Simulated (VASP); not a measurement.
ZrAl3B3N, 8 atoms in the cell. Symmetry: P3m1, No. 156, trigonal system. Conventional cell: a = 3.100 Å, b = 3.100 Å, c = 11.200 Å, α = 90.00°, β = 90.00°, γ = 120.00°. Within 3.1 Å of Zr (site symmetry 3m) lie 9 B at 2.31 to 2.49 Å and 6 Zr at 3.10 Å. Al (site symmetry 3m) has 3 N at 2.17 Å and 6 B at 2.49 Å within 2.9 Å. Al (site symmetry 3m) has 3 N at 2.17 Å within 2.9 Å. Al (site symmetry 3m) has 3 B at 2.24 Å and 9 Al at 3.05 to 3.10 Å within 3.1 Å. B (site symmetry 3m) has 3 B at 1.79 Å and 3 Zr at 2.49 Å and 3 Al at 2.49 Å within 2.5 Å. B (site symmetry 3m) has 3 B at 1.79 Å and 3 Zr at 2.49 Å and 3 Al at 2.49 Å within 2.5 Å. Within 3.2 Å of B (site symmetry 3m) lie 3 Al at 2.24 Å and 3 Zr at 2.31 Å and 7 B at 3.10 to 3.19 Å. N (site symmetry 3m) has 6 Al at 2.17 Å and 1 B at 2.97 Å and 6 N at 3.10 Å within 3.1 Å. 

```yaml
Program: VASP 6.6.1
Task: relaxation of cell and atoms
Functional: PBE
Potentials_or_basis: VASP PAW PBE potentials, release 64 (Zr_sv, Al, B, N)
Cutoff: 600 eV
k_mesh: 4 × 4 × 1
Occupations: gaussian, width 0.15 eV
Spin: no spin polarisation
Dipole_correction: no
Further_INCAR_settings: ALGO = Normal; EDIFF = 1e-06; IBRION = 2; EDIFFG = -0.08; NSW = 36; ISIF = 3
```

Potentials or basis: VASP PAW PBE potentials, release 64 (Zr_sv, Al, B, N).

Launch:

```console
$ cat potpaw_PBE.64/Zr_sv/POTCAR potpaw_PBE.64/Al/POTCAR potpaw_PBE.64/B/POTCAR potpaw_PBE.64/N/POTCAR > POTCAR
$ mpirun -np 1 vasp_std > vasp.out
```

Hardware: 1 thread of Intel Xeon 8259CL, with other jobs on the host.

Problem. Estimate the wall time of this run.

Solution. Wall time 4.9 min on 1 thread of Intel Xeon 8259CL, with other jobs on the host, peak memory 0.27 GiB. Counts: scf iterations 121, k points 4, ion steps 15.
